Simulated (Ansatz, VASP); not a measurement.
# PtS2 in VASP and in Ansatz

Contents of POSCAR:

```
PtS2
1.0
    3.5194194177      0.0000000000      0.0000000000
   -1.7597097089      3.0479066223      0.0000000000
    0.0000000000      0.0000000000      5.0049815314
Pt S
1 2
Direct
    0.0000000000      0.0000000000      0.0000000000
    0.6666666667      0.3333333333      0.7730000000
    0.3333333333      0.6666666667      0.2270000000
```

File INCAR.step1:

```
SYSTEM = PtS2
  PREC = Accurate
  ENCUT = 520
  ISMEAR = -1
  SIGMA = 0.05
  LREAL = .False.
  LASPH = .True.
  NELM = 60
  NBANDS = 18
  GGA = PE
  ALGO = Normal
  EDIFF = 1E-4
  LWAVE = .True.
  LCHARG = .False.
```

INCAR.step2

```
SYSTEM = PtS2
  PREC = Accurate
  ENCUT = 520
  EDIFF = 1E-6
  ISMEAR = -1
  SIGMA = 0.05
  LREAL = .False.
  LASPH = .True.
  NELM = 60
  ALGO = Normal
  ISIF = 2
  LWAVE = .False.
  LCHARG = .False.
  METAGGA = R2SCAN
  LMIXTAU = .True.
  NBANDS = 18
  ISTART = 1
```

Contents of KPOINTS:

```
Automatic mesh
0
Gamma
  9 9 5
  0 0 0
```

The input input.yaml:

```yaml
crystal:
  lattice:
    - [3.5194194177, 0.0, 0.0]
    - [-1.7597097089, 3.0479066223, 0.0]
    - [0.0, 0.0, 5.0049815314]
  atoms:
    - { symbol: Pt, position: [0.0, 0.0, 0.0] }
    - { symbol: S, position: [0.6666666667, 0.3333333333, 0.773] }
    - { symbol: S, position: [0.3333333333, 0.6666666667, 0.227] }
hamiltonian:
  xc: r2scan
  pseudopotentials: { kind: paw }
kpoints:
  mp_grid: { grid: [9, 9, 5] }
scf:
  occupations: { method: fermi_dirac, width: 0.05 }
output:
  forces: true
  stress: true
  eigenvalues: true
  write_density: true
  write_potential: true
  elf: true
  volumetric_format: npy
```

Alike in both runs: task single point; functional r2SCAN; k mesh 9 × 9 × 5; occupations fermi-dirac, width 0.05 eV; no spin polarisation.

```csv
,VASP,Ansatz
version,VASP 6.6.1,Ansatz 0.2.0
potentials or method,"VASP PAW PBE potentials, release 64 (Pt, S)",Ansatz PAW
plane-wave cutoff (eV),520,500
valence electrons in the cell,22,30
```

Ansatz gave:

| Item | Value |
| --- | --- |
| gap on the k mesh at the Fermi level (eV) | 1.21 |
| least direct gap on the mesh (eV) | 1.28 |
| pressure (GPa) | 13.1 |
| traceless stress, the component that is largest in VASP (GPa) | -0.94 |
| rms of the force components (eV/Å) | 0.727 |

Estimate VASP's values.

gap on the k mesh at the Fermi level (eV): 1.22; least direct gap on the mesh (eV): 1.28; pressure (GPa): 13.0; traceless stress, the component that is largest in VASP (GPa): -0.97; rms of the force components (eV/Å): 0.725.

VASP's potentials were made for PBE, not for r2SCAN. Atom by atom the forces differ by 0.003 eV/Å (rms over components). VASP's potentials hold 22 valence electrons a cell and Ansatz's 30, so a difference there can come from the potentials and not from the codes.

Spin-orbit coupling is off throughout. Noted on Ansatz's run: odd divisions of the mesh miss points on the zone boundary, where band edges often lie, so the gap on the mesh can be too wide.
